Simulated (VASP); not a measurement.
# Cd2Mo (Fm-3m) in VASP: notebook

The runs below take Cd2Mo through single point, with PBE.

All numbers are computed with VASP 6.6.1; they aren't measurements. Logs are shortened: lines on timing, memory, paths and dates and some standing lists are left out, and cuts for length are marked.

## (1) The cell of the first run

It takes space group Fm-3m (No. 225, cubic). The conventional cell has a = 6.253 Å, b = 6.253 Å, c = 6.253 Å, α = 90.00°, β = 90.00°, γ = 90.00°. Within 3.6 Å of Cd (site symmetry -43m) lie 4 Mo at 2.71 Å and 6 Cd at 3.13 Å. Within 3.6 Å of Mo (site symmetry m-3m) lie 8 Cd at 2.71 Å.

## (2) Single point, PBE

Input file INCAR:

```
SYSTEM = Cd2Mo
ALGO = Normal ; EDIFF = 1E-6
ENCUT = 520 ; GGA = PE
ISIF = 2 ; ISMEAR = 0
LASPH = .TRUE. ; LCHARG = .TRUE.
LELF = .TRUE. ; LREAL = .FALSE.
LVHAR = .TRUE. ; LWAVE = .FALSE.
NBANDS = 26 ; NELM = 80
PREC = Accurate ; SIGMA = 0.1
```

Input file KPOINTS:

```
k-points
0
G
  6 6 6
  0 0 0
```

Input file POSCAR:

```
Cd2Mo
1.0
    0.0000000000      3.1265817547      3.1265817547
    3.1265817547      0.0000000000      3.1265817547
    3.1265817547      3.1265817547      0.0000000000
Cd Mo
2 1
Direct
    0.2500000000      0.2500000000      0.2500000000
    0.7500000000      0.7500000000      0.7500000000
    0.0000000000      0.0000000000      0.0000000000
```

Potentials or basis: VASP PAW PBE potentials, release 64 (Cd, Mo_sv).

Launch:

```sh
$ cat potpaw_PBE.64/Cd/POTCAR potpaw_PBE.64/Mo_sv/POTCAR > POTCAR
$ mpirun -np 1 vasp_std > vasp.out
```

OUTCAR:

```text
SYSTEM = Cd2Mo
   EDIFF = 1E-6
   ENCUT = 520
   GGA = PE
   ISIF = 2
   ISMEAR = 0
   LASPH = .TRUE.
   LREAL = .FALSE.
   NELM = 80
   PREC = Accurate

 ion  position               nearest neighbor table
   1  0.250  0.250  0.250-   3 2.71   3 2.71   3 2.71   3 2.71   2 3.13   2 3.13   2 3.13   2 3.13
                             2 3.13   2 3.13
   2  0.750  0.750  0.750-   3 2.71   3 2.71   3 2.71   3 2.71   1 3.13   1 3.13   1 3.13   1 3.13
                             1 3.13   1 3.13
   3  0.000  0.000  0.000-   2 2.71   2 2.71   2 2.71   1 2.71   2 2.71   1 2.71   1 2.71   1 2.71

  LATTYP: Found a face centered cubic cell.
 ALAT       =     6.2531635094

  Lattice vectors:

 A1 = (   0.0000000000,   3.1265817547,   3.1265817547)
 A2 = (   3.1265817547,   0.0000000000,   3.1265817547)
 A3 = (   3.1265817547,   3.1265817547,   0.0000000000)

Analysis of symmetry for initial positions (statically):
=====================================================================
 Subroutine PRICEL returns:
 Original cell was already a primitive cell.

 Routine SETGRP: Setting up the symmetry group for a
 face centered cubic supercell.

 Subroutine GETGRP returns: Found 48 space group operations
 (whereof 48 operations were pure point group operations)
 out of a pool of 48 trial point group operations.

The static configuration has the point symmetry O_h .

Analysis of symmetry for dynamics (positions and initial velocities):
=====================================================================
 Subroutine PRICEL returns:
 Original cell was already a primitive cell.

 Routine SETGRP: Setting up the symmetry group for a
 face centered cubic supercell.

 Subroutine GETGRP returns: Found 48 space group operations
 (whereof 48 operations were pure point group operations)
 out of a pool of 48 trial point group operations.

The dynamic configuration has the point symmetry O_h .

 Subroutine INISYM returns: Found 48 space group operations
 (whereof 48 operations are pure point group operations),
 and found     1 'primitive' translations

----------------------------------------------------------------------------------------

                                     Primitive cell

  volume of cell :      61.1279

  direct lattice vectors                    reciprocal lattice vectors
     0.000000000  3.126581755  3.126581755    -0.159919055  0.159919055  0.159919055
     3.126581755  0.000000000  3.126581755     0.159919055 -0.159919055  0.159919055
     3.126581755  3.126581755  0.000000000     0.159919055  0.159919055 -0.159919055

  length of vectors
     4.421654321  4.421654321  4.421654321     0.276987929  0.276987929  0.276987929

  position of ions in fractional coordinates (direct lattice)
     0.250000000  0.250000000  0.250000000
     0.750000000  0.750000000  0.750000000
     0.000000000  0.000000000  0.000000000

  ion indices of the primitive-cell ions
   primitive index   ion index
                 1           1
                 2           2
                 3           3

----------------------------------------------------------------------------------------

 KPOINTS: k-points

Automatic generation of k-mesh.
 Grid dimensions read from file:
 generate k-points for:    6    6    6

 Generating k-lattice:

  Cartesian coordinates                     Fractional coordinates (reciprocal lattice)
    -0.026653176  0.026653176  0.026653176     0.166666667  0.000000000  0.000000000
     0.026653176 -0.026653176  0.026653176     0.000000000  0.166666667  0.000000000
     0.026653176  0.026653176 -0.026653176     0.000000000  0.000000000  0.166666667

  Length of vectors
     0.046164655  0.046164655  0.046164655

  Shift w.r.t. Gamma in fractional coordinates (k-lattice)
     0.000000000  0.000000000  0.000000000

 Subroutine IBZKPT returns following result:
 ===========================================

 Found     16 irreducible k-points:

 Following reciprocal coordinates:
            Coordinates               Weight
  0.000000  0.000000  0.000000      1.000000
  0.166667  0.000000  0.000000      8.000000
  0.333333  0.000000  0.000000      8.000000
  0.500000  0.000000  0.000000      4.000000
  0.166667  0.166667  0.000000      6.000000
  0.333333  0.166667  0.000000     24.000000
[... 8 lines left out ...]
 -0.333333  0.333333  0.166667     24.000000
 -0.333333  0.500000  0.166667     12.000000
   k-points           NKPTS =     16   k-points in BZ     NKDIM =     16   number of bands    NBANDS=     26
   number of dos      NEDOS =    301   number of ions     NIONS =      3
   total plane-waves  NPLWV =  46656
   dimension x,y,z NGX =    36 NGY =   36 NGZ =   36
   dimension x,y,z NGXF=    72 NGYF=   72 NGZF=   72
   ions per type =               2   1
   NGX,Y,Z   is equivalent  to a cutoff of  13.54, 13.54, 13.54 a.u.
   NGXF,Y,Z  is equivalent  to a cutoff of  27.07, 27.07, 27.07 a.u.
 SYSTEM =  Cd2Mo
   PREC   = accura    normal or accurate (medium, high low for compatibility)
   ISTART =      0    job   : 0-new  1-cont  2-samecut
   ICHARG =      2    charge: 1-file 2-atom 10-const
   ISPIN  =      1    spin polarized calculation?
   LNONCOLLINEAR =      F non collinear calculations
   LSORBIT =      F    spin-orbit coupling
   LASPH  =      T    aspherical Exc in radial PAW
   ENCUT  =  520.0 eV  38.22 Ry    6.18 a.u.   8.22  8.22  8.22*2*pi/ulx,y,z
   NELM   =     80;   NELMIN=  2; NELMDL= -5     # of ELM steps
   EDIFF  = 0.1E-05   stopping-criterion for ELM
   LREAL  =      F    real-space projection
   EDIFFG = 0.1E-04   stopping-criterion for IOM
   NSW    =      0    number of steps for IOM
   IBRION =     -1    ionic relax: 0-MD 1-quasi-New 2-CG
   NFREE  =      0    steps in history (QN), initial steepest desc. (CG)
   ISIF   =      2    stress and relaxation
   ISYM   =      2    0-nonsym 1-usesym 2-fastsym
   POTIM  = 0.5000    time-step for ionic-motion
   TEBEG  =    0.0;   TEEND  =   0.0 temperature during run
   PSTRESS=    0.0 pullay stress
   NELECT =      38.0000    total number of electrons
   NUPDOWN=      -1.0000    fix difference up-down
   EMIN   =  10.00;   EMAX   =-10.00  energy-range for DOS
   EFERMI =   0.00;   METHOD = LEGACY
   ISMEAR =     0;   SIGMA  =   0.10  broadening in eV -4-tet -1-fermi 0-gaus
   EFERMI_NEDOS =   21; number of points for ismear=-14 and -15
   IALGO  =     38    algorithm
   IMIX   =      4    mixing-type and parameters
     AMIX     =   0.40;   BMIX     =  1.00
     AMIX_MAG =   1.60;   BMIX_MAG =  1.00
  volume/ion in A,a.u.               =      20.38       137.50
  Fermi-wavevector in a.u.,A,eV,Ry     =   1.397192  2.640311 26.560570  1.952147
  Thomas-Fermi vector in A             =   2.520473
   LORBIT       =      0    0 simple, 1 ext, 2 COOP (PROOUT), +10 PAW based schemes
   GGA     = PE    functional components
   LHFCALC =     F    Hartree Fock is set to
   AEXX    =    0.0000 exact exchange contribution
   IVDW    =     0    specifies the selected vdW correction
   LEPSILON=     F    determine dielectric tensor
   LRPA    =     F    only Hartree local field effects (RPA)
 non-spin polarized calculation
 Gauss-broadening in eV      SIGMA  =   0.10
  energy-cutoff  :      520.00
  volume of cell :       61.13
 maximum number of plane-waves:      1676
 NGX is ok and might be reduce to    36
   NGX = 17   NGY = 17   NGZ = 17

 number of electron      38.0000003 magnetization

 Free energy of the ion-electron system (eV)
  ---------------------------------------------------
  ext. energy  EPLUGINS =         0.00000000
  ---------------------------------------------------
  free energy    TOTEN  =        -8.75976839 eV

  energy without entropy =       -8.73137248  energy(sigma->0) =       -8.74557044

 E-fermi :   4.6612     XC(G=0): -11.3402

 val. band max:        4.6176570629   @ k =   0.5000   0.1667   0.0000
 cond. band min:       4.6732445639   @ k =   0.3333   0.0000   0.0000
 fundamental gap:      0.0555875010
 Fermi energy:         4.6612257814

 k-point     1 :       0.0000    0.0000    0.0000
  band No.  band energies     occupation
      1     -56.0157      2.00000
      2     -30.1778      2.00000
      3     -30.1778      2.00000
      4     -30.1778      2.00000
      5      -4.7213      2.00000
      6      -4.7213      2.00000
[... 18 lines left out ...]
     25      12.5286      0.00000
     26      12.5288      0.00000

 k-point     2 :       0.1667    0.0000    0.0000
  band No.  band energies     occupation
      1     -56.0156      2.00000
      2     -30.1798      2.00000
      3     -30.1778      2.00000
      4     -30.1778      2.00000
      5      -4.6289      2.00000
      6      -4.6289      2.00000
[... 18 lines left out ...]
     25      11.9467      0.00000
     26      12.5658      0.00000

 k-point     3 :       0.3333    0.0000    0.0000
  band No.  band energies     occupation
      1     -56.0153      2.00000
      2     -30.1839      2.00000
      3     -30.1780      2.00000
      4     -30.1780      2.00000
      5      -4.3745      2.00000
      6      -4.3745      2.00000
[... 18 lines left out ...]
     25      12.6216      0.00000
     26      12.6520      0.00000

 k-point     4 :       0.5000    0.0000    0.0000
  band No.  band energies     occupation
      1     -56.0152      2.00000
      2     -30.1859      2.00000
      3     -30.1780      2.00000
      4     -30.1780      2.00000
      5      -4.1968      2.00000
      6      -4.1092      2.00000
[... 18 lines left out ...]
     25      12.6770      0.00000
     26      12.6770      0.00000

 k-point     5 :       0.1667    0.1667    0.0000
  band No.  band energies     occupation
      1     -56.0155      2.00000
      2     -30.1802      2.00000
      3     -30.1780      2.00000
      4     -30.1780      2.00000
      5      -4.6712      2.00000
      6      -4.5600      2.00000
[... 18 lines left out ...]
     25      11.4991      0.00000
     26      13.2892      0.00000

 k-point     6 :       0.3333    0.1667    0.0000
  band No.  band energies     occupation
      1     -56.0153      2.00000
      2     -30.1831      2.00000
      3     -30.1785      2.00000
      4     -30.1782      2.00000
      5      -4.5479      2.00000
      6      -4.4513      2.00000
[... 195 lines left out ...]
 k-point    13 :       0.5000    0.5000    0.0000
  band No.  band energies     occupation
      1     -56.0150      2.00000
      2     -30.1874      2.00000
      3     -30.1787      2.00000
      4     -30.1787      2.00000
      5      -4.6201      2.00000
      6      -4.5153      2.00000
[... 18 lines left out ...]
     25      11.2888      0.00000
     26      18.0077      0.00000

 k-point    14 :       0.5000    0.3333    0.1667
  band No.  band energies     occupation
      1     -56.0151      2.00000
      2     -30.1842      2.00000
      3     -30.1801      2.00000
      4     -30.1783      2.00000
      5      -4.4812      2.00000
      6      -4.4350      2.00000
[... 18 lines left out ...]
     25      11.9373      0.00000
     26      13.8040      0.00000

 k-point    15 :      -0.3333    0.3333    0.1667
  band No.  band energies     occupation
      1     -56.0150      2.00000
      2     -30.1838      2.00000
      3     -30.1818      2.00000
      4     -30.1784      2.00000
      5      -4.3645      2.00000
      6      -4.3626      2.00000
[... 18 lines left out ...]
     25      12.7797      0.00000
     26      14.7985      0.00000

 k-point    16 :      -0.3333    0.5000    0.1667
  band No.  band energies     occupation
      1     -56.0150      2.00000
      2     -30.1852      2.00000
      3     -30.1808      2.00000
      4     -30.1787      2.00000
      5      -4.4706      2.00000
      6      -4.4429      2.00000
[... 18 lines left out ...]
     25      12.5545      0.00000
     26      14.4143      0.00000

------------------------ aborting loop because EDIFF is reached ----------------------------------------

  FORCE on cell =-STRESS in cart. coord.  units (eV):
  Direction    XX          YY          ZZ          XY          YZ          ZX
  --------------------------------------------------------------------------------------
  -------------------------------------------------------------------------------------
  Total        4.9358429      4.9358429      4.9358429     -0.0000000      0.0000000      0.0000000
  in kB      129.3696919    129.3696919    129.3696919     -0.0000000      0.0000000      0.0000000
  external PRESSURE =     129.3696919 kB  Pullay stress =       0.0000000 kB

 VOLUME and BASIS-vectors are now :
 -----------------------------------------------------------------------------
  energy-cutoff  :      520.00
  volume of cell :       61.13
      direct lattice vectors                 reciprocal lattice vectors
     0.000000000  3.126581755  3.126581755    -0.159919055  0.159919055  0.159919055
     3.126581755  0.000000000  3.126581755     0.159919055 -0.159919055  0.159919055
     3.126581755  3.126581755  0.000000000     0.159919055  0.159919055 -0.159919055

 POSITION                                       TOTAL-FORCE (eV/Angst)
 -----------------------------------------------------------------------------------
      1.56329      1.56329      1.56329         0.000000     -0.000000      0.000000
      4.68987      4.68987      4.68987         0.000000      0.000000      0.000000
      0.00000      0.00000      0.00000        -0.000000      0.000000     -0.000000
 -----------------------------------------------------------------------------------
    total drift:                                0.000000      0.000000      0.000000

  FREE ENERGIE OF THE ION-ELECTRON SYSTEM (eV)
  ---------------------------------------------------
  free  energy   TOTEN  =        -8.7597683920 eV

  energy  without entropy=       -8.7313724812  energy(sigma->0) =       -8.74557044
```

It took 17 s on 1 thread of Intel Xeon 6975P-C (Granite Rapids), shared host; peak memory 0.2 GiB.

Results:

```
Free energy            : -8.7598 eV
Pressure               : 12.9 GPa
Band gap on the k mesh : zero (bands 19 and 20 overlap by 0.42 eV)
```

Caveat: the cell stands under pressure.

## (3) Single point, PBE

This run uses another cell than the first one, of 23.09 Å³/atom.

Input file INCAR:

```
  PREC = Accurate
  ENCUT = 520
  EDIFF = 1E-6
  ISMEAR = 0
  SIGMA = 0.1
  LREAL = F
  LASPH = T
  NELM = 100
  ALGO = Normal
  ISIF = 2
  LWAVE = F
  LCHARG = F
  GGA = PE
  NBANDS = 26
```

Input file KPOINTS:

```
regular mesh
0
Gamma
  6 6 6
```

Input file POSCAR:

```
Cd2Mo
1.0
    0.0000000000      3.2596219270      3.2596219270
    3.2596219270      0.0000000000      3.2596219270
    3.2596219270      3.2596219270      0.0000000000
Cd Mo
2 1
Direct
    0.2500000000      0.2500000000      0.2500000000
    0.7500000000      0.7500000000      0.7500000000
    0.0000000000      0.0000000000      0.0000000000
```

Potentials or basis: VASP PAW PBE potentials, release 64 (Cd, Mo_sv).

Launch:

```sh
$ cat potpaw_PBE.64/Cd/POTCAR potpaw_PBE.64/Mo_sv/POTCAR > POTCAR
$ mpirun -np 1 vasp_std > vasp.out
```

OUTCAR:

```text
PREC = Accurate
   ENCUT = 520
   EDIFF = 1E-6
   ISMEAR = 0
   LREAL = F
   LASPH = T
   NELM = 100
   ISIF = 2
   GGA = PE

 ion  position               nearest neighbor table
   1  0.250  0.250  0.250-   3 2.82   3 2.82   3 2.82   3 2.82   2 3.26   2 3.26   2 3.26   2 3.26
                             2 3.26   2 3.26
   2  0.750  0.750  0.750-   3 2.82   3 2.82   3 2.82   3 2.82   1 3.26   1 3.26   1 3.26   1 3.26
                             1 3.26   1 3.26
   3  0.000  0.000  0.000-   2 2.82   2 2.82   2 2.82   1 2.82   2 2.82   1 2.82   1 2.82   1 2.82

  LATTYP: Found a face centered cubic cell.
 ALAT       =     6.5192438540

  Lattice vectors:

 A1 = (   0.0000000000,   3.2596219270,   3.2596219270)
 A2 = (   3.2596219270,   0.0000000000,   3.2596219270)
 A3 = (   3.2596219270,   3.2596219270,   0.0000000000)

Analysis of symmetry for initial positions (statically):
=====================================================================
 Subroutine PRICEL returns:
 Original cell was already a primitive cell.

 Routine SETGRP: Setting up the symmetry group for a
 face centered cubic supercell.

[... 157 lines left out ...]

  energy without entropy =       -9.02210422  energy(sigma->0) =       -9.03764231

 E-fermi :   3.5853     XC(G=0): -10.6880

 val. band max:        3.5614884674   @ k =   0.5000   0.5000   0.0000
 cond. band min:       3.6021788371   @ k =   0.3333   0.0000   0.0000
 fundamental gap:      0.0406903696
 Fermi energy:         3.5852813584

 k-point     1 :       0.0000    0.0000    0.0000
  band No.  band energies     occupation
      1     -57.1553      2.00000
      2     -31.2726      2.00000
      3     -31.2726      2.00000
      4     -31.2726      2.00000
      5      -5.2982      2.00000
      6      -5.2982      2.00000
[... 453 lines left out ...]
     25      10.9048      0.00000
     26      12.3917      0.00000

------------------------ aborting loop because EDIFF is reached ----------------------------------------

  FORCE on cell =-STRESS in cart. coord.  units (eV):
  Direction    XX          YY          ZZ          XY          YZ          ZX
  --------------------------------------------------------------------------------------
  -------------------------------------------------------------------------------------
  Total        0.0233055      0.0233055      0.0233055      0.0000000      0.0000000      0.0000000
  in kB        0.5390607      0.5390607      0.5390607      0.0000000      0.0000000      0.0000000
  external PRESSURE =       0.5390607 kB  Pullay stress =       0.0000000 kB

 VOLUME and BASIS-vectors are now :
 -----------------------------------------------------------------------------
  energy-cutoff  :      520.00
  volume of cell :       69.27
      direct lattice vectors                 reciprocal lattice vectors
     0.000000000  3.259621927  3.259621927    -0.153392023  0.153392023  0.153392023
     3.259621927  0.000000000  3.259621927     0.153392023 -0.153392023  0.153392023
     3.259621927  3.259621927  0.000000000     0.153392023  0.153392023 -0.153392023

 POSITION                                       TOTAL-FORCE (eV/Angst)
 -----------------------------------------------------------------------------------
      1.62981      1.62981      1.62981        -0.000000     -0.000000     -0.000000
      4.88943      4.88943      4.88943         0.000000      0.000000      0.000000
      0.00000      0.00000      0.00000         0.000000     -0.000000      0.000000
 -----------------------------------------------------------------------------------
    total drift:                                0.000000      0.000000      0.000000

  FREE ENERGIE OF THE ION-ELECTRON SYSTEM (eV)
  ---------------------------------------------------
  free  energy   TOTEN  =        -9.0531804090 eV

  energy  without entropy=       -9.0221042161  energy(sigma->0) =       -9.03764231
```

OSZICAR:

```text
N       E                     dE             d eps       ncg     rms          rms(c)
DAV:   1     0.324155983090E+03    0.32416E+03   -0.20299E+04   832   0.145E+03
DAV:   2    -0.284375201481E+00   -0.32444E+03   -0.31735E+03   910   0.416E+02
DAV:   3    -0.940066247040E+01   -0.91163E+01   -0.90327E+01   950   0.747E+01
DAV:   4    -0.944637359656E+01   -0.45711E-01   -0.45575E-01   892   0.474E+00
DAV:   5    -0.944666041351E+01   -0.28682E-03   -0.28676E-03   942   0.346E-01    0.775E+00
DAV:   6    -0.911925420255E+01    0.32741E+00   -0.24666E+00   890   0.940E+00    0.410E+00
DAV:   7    -0.906900927752E+01    0.50245E-01   -0.57702E-01   894   0.374E+00    0.354E+00
DAV:   8    -0.905341246759E+01    0.15597E-01   -0.89637E-02   878   0.144E+00    0.133E+00
DAV:   9    -0.905309154225E+01    0.32093E-03   -0.31328E-03   904   0.506E-01    0.815E-02
DAV:  10    -0.905314194699E+01   -0.50405E-04   -0.20799E-04   940   0.848E-02    0.428E-02
DAV:  11    -0.905318040618E+01   -0.38459E-04   -0.30034E-05   892   0.424E-02    0.558E-03
DAV:  12    -0.905318040896E+01   -0.27740E-08   -0.53968E-07   600   0.512E-03
   1 F= -.90531804E+01 E0= -.90376423E+01  d E =-.310762E-01
```

stdout:

```text
POSCAR found type information on POSCAR CdMo
 POSCAR found :  2 types and       3 ions
 scaLAPACK will be used
 LDA part: xc-table for (Slater+PW92), standard interpolation
 POSCAR, INCAR and KPOINTS ok, starting setup
 FFT: planning ... GRIDC
 FFT: planning ... GRID_SOFT
 FFT: planning ... GRID
 WAVECAR not read
 entering main loop
```

Run time: 20 s. Hardware: 1 thread of Intel Xeon 6975P-C (Granite Rapids), shared host; peak memory 0.21 GiB.

What came out:

```yaml
Free_energy: -9.0532 eV
Pressure: 0.1 GPa
Band_gap_on_the_k_mesh: zero (bands 19 and 20 overlap by 0.39 eV)
```
